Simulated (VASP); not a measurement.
Set up this calculation in VASP 6.6.1, as the native input.

```
Task                   : single point
Functional             : PBE
Potentials or basis    : VASP PAW PBE potentials, release 64 (Ba_sv, B, Cl)
Cutoff                 : 520 eV
k mesh                 : 4 × 4 × 4
Occupations            : gaussian, width 0.1 eV
Spin                   : no spin polarisation
Dipole correction      : no
Further INCAR settings : ALGO = Normal; EDIFF = 1e-06; NBANDS = 25
```

The structure of BaBCl3 lies in POSCAR:

```
BaBCl3
1.0
    5.0461513800      0.0000000000      0.0000000000
    0.0000000000      5.0461513800      0.0000000000
    0.0000000000      0.0000000000      5.0461513800
Ba B Cl
1 1 3
Direct
    0.0000000000      0.0000000000      0.0000000000
    0.5000000000      0.5000000000      0.5000000000
    0.5000000000      0.0000000000      0.0000000000
    0.0000000000      0.5000000000      0.0000000000
    0.0000000000      0.0000000000      0.5000000000
```

The input as run:

INCAR

```
ALGO = Normal
EDIFF = 1E-6
ENCUT = 520
GGA = PE
ISIF = 2
ISMEAR = 0
LASPH = True
LCHARG = False
LREAL = False
LWAVE = False
NBANDS = 25
NELM = 60
PREC = Accurate
SIGMA = 0.1
```

KPOINTS

```
k-points
0
Gamma
  4 4 4
```

Potentials or basis: VASP PAW PBE potentials, release 64 (Ba_sv, B, Cl).

The run is started by

```console
$ cat potpaw_PBE.64/Ba_sv/POTCAR potpaw_PBE.64/B/POTCAR potpaw_PBE.64/Cl/POTCAR > POTCAR
$ mpirun -np 1 vasp_std > vasp.out
```

Results of the run:

```yaml
Pressure: 27.9 GPa
```

Run time: 48 s on 1 thread of Intel(R) Xeon(R) Platinum 8259CL CPU @ 2.50GHz (Skylake/Cascade Lake), with other jobs on the host, peak memory 0.25 GiB.
